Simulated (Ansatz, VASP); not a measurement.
HfB2: VASP beside Ansatz

```
CELL_PARAMETERS angstrom
3.35157 0.00000 0.00000
0.00000 3.35157 0.00000
0.00000 0.00000 3.18409
ATOMIC_POSITIONS crystal
Hf 0.50000 0.50000 0.50000
B 0.00000 0.00000 0.50000
B 0.00000 0.00000 0.00000
```

Alike in both runs: task relaxation of cell and atoms; functional PBE; k mesh 14 × 14 × 14; occupations gaussian, width 0.1 eV; no spin polarisation.

```csv
,VASP,Ansatz
version,VASP 6.6.1,Ansatz 0.2.0
potentials or method,"VASP PAW PBE potentials, release 64 (Hf_pv, B), cutoff 600 eV","scalar-relativistic, plane waves, PAW"
valence electrons in the cell,16,32
```

|  | VASP | Ansatz | Ansatz less VASP |
| --- | --- | --- | --- |
| gap on the k mesh at the Fermi level, each at its own relaxed structure (eV) | none | none | - |
| relaxed volume (Å³/atom) | 11.90 | 11.92 | +0.025 |
| relaxed cell length with the largest relative difference (Å) | 3.350 | 3.353 | +0.0025 |

A gap of «none» marks a metal or a gap that the smearing closes. VASP's potentials hold 16 valence electrons a cell and Ansatz's 32, so a difference there can come from the potentials and not from the codes.

Spin-orbit coupling is off throughout.
